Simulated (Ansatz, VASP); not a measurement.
One calculation of NbSbO, two programs

Contents of INCAR:

```
SYSTEM = NbSbO
ALGO     = Normal         ! electronic algorithm
EDIFF    = 1E-6           ! SCF threshold, eV
ENCUT    = 520            ! plane-wave cutoff, eV
GGA      = PE             ! functional
ISIF     = 2              ! what is computed and relaxed
ISMEAR   = 0              ! smearing method
LASPH    = .True.         ! aspherical terms in the spheres
LCHARG   = .False.        ! write CHGCAR
LREAL    = .False.        ! projectors in reciprocal space
LWAVE    = .False.        ! write WAVECAR
NBANDS   = 33             ! bands
NELM     = 60             ! most SCF steps
PREC     = Accurate       ! precision mode
SIGMA    = 0.1            ! smearing width, eV
```

File KPOINTS:

```
k-points
0
Gamma
  6 6 2
  0 0 0
```

File POSCAR:

```
NbSbO
1.0
    3.4747394300      0.0000000000      0.0000000000
    0.0000000000      3.4747394300      0.0000000000
    0.0000000000      0.0000000000      7.9641405100
Nb Sb O
2 2 2
Direct
    0.0000000000      0.0000000000      0.0000000000
    0.5000000000      0.5000000000      0.0000000000
    0.0000000000      0.5000000000      0.6150000100
    0.5000000000      0.0000000000      0.3849999900
    0.0000000000      0.5000000000      0.2590000000
    0.5000000000      0.0000000000      0.7410000000
```

Input for Ansatz:

```yaml
crystal:
  lattice:
    - [3.47473943, 0.0, 0.0]
    - [0.0, 3.47473943, 0.0]
    - [0.0, 0.0, 7.96414051]
  atoms:
    - { symbol: Nb, position: [0.0, 0.0, 0.0] }
    - { symbol: Nb, position: [0.5, 0.5, 0.0] }
    - { symbol: Sb, position: [0.0, 0.5, 0.61500001] }
    - { symbol: Sb, position: [0.5, 0.0, 0.38499999] }
    - { symbol: O, position: [0.0, 0.5, 0.259] }
    - { symbol: O, position: [0.5, 0.0, 0.741] }
basis:
  ecutwfc: 420
kpoints:
  mp_grid: { grid: [6, 6, 2] }
hamiltonian:
  xc: pbe
scf:
  occupations: { method: gaussian, width: 0.1 }
  lower_state_search: "off"
output:
  forces: true
  stress: true
  eigenvalues: true
```

Change from the starting cell: species swapped into the HfSiSe type (P4/nmm, No. 129).

Alike in both runs: task single point; functional PBE; k mesh 6 × 6 × 2; occupations gaussian, width 0.1 eV; no spin polarisation.

```csv
,VASP,Ansatz
version,VASP 6.6.1,Ansatz 0.2.0
potentials or method,"VASP PAW PBE potentials, release 64 (Nb_sv, Sb, O), cutoff 520 eV","scalar-relativistic, plane waves, PAW"
valence electrons in the cell,48,68
```

Ansatz gave:

```
gap on the k mesh at the Fermi level (eV)                     : none
pressure (GPa)                                                : 10.5
traceless stress, the component that is largest in VASP (GPa) : -15.35
rms of the force components (eV/Å)                            : 0.863
```

Question: What did VASP give for the same quantities?

Answer: gap on the k mesh at the Fermi level (eV): none; pressure (GPa): 10.1; traceless stress, the component that is largest in VASP (GPa): -15.36; rms of the force components (eV/Å): 0.856.

Atom by atom the forces differ by 0.008 eV/Å (rms over components). A gap of «none» marks a metal or a gap that the smearing closes. VASP's potentials hold 48 valence electrons a cell and Ansatz's 68, so a difference there can come from the potentials and not from the codes.

The k mesh is coarse, so the values compare programs but aren't converged. Neither program's run includes spin-orbit coupling.
